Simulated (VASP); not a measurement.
Input of a VASP 6.6.1 run:

File INCAR:

```
SYSTEM = WS2
ALGO = Normal
DIPOL = 0.5 0.5 0.500
EDIFF = 1E-6
ENCUT = 520
GGA = PE
IDIPOL = 3
ISIF = 2
ISMEAR = 0
IVDW = 12
LASPH = .True.
LCHARG = .False.
LDIPOL = .True.
LREAL = .False.
LWAVE = .False.
NBANDS = 20
NELM = 80
PREC = Accurate
SIGMA = 0.1
```

Contents of KPOINTS:

```
k-points
0
Gamma
  6 6 1
  0 0 0
```

File POSCAR:

```
WS2
1.0
    3.1571977692      0.0000000000      0.0000000000
   -1.5785988846      2.7342134729      0.0000000000
    0.0000000000      0.0000000000     32.2910878415
S W
2 1
Direct
    0.3333333333      0.6666666667      0.4512939308
    0.3333333333      0.6666666667      0.5487060692
    0.6666666667      0.3333333333      0.5000183653
```

Potentials or basis: VASP PAW PBE potentials, release 64 (S, W_sv).

Launch:

```console
$ cat potpaw_PBE.64/S/POTCAR potpaw_PBE.64/W_sv/POTCAR > POTCAR
$ mpirun -np 1 vasp_std > vasp.out
```

Task: Estimate the dispersion energy per atom.

Result: -0.311 eV.

Task: Predict the band gap on the k mesh.

Result: 1.92 eV, direct.

Task: What does it give for the largest force?

Result: 0.099 eV/Å.

Forces in eV/Å, atoms in the order of the input:
```
S    0.000  0.000 -0.079
S    0.000  0.000  0.099
W    0.000  0.000 -0.020
```

Caveat: spin-orbit coupling is left out, which moves the levels of the heavy elements.
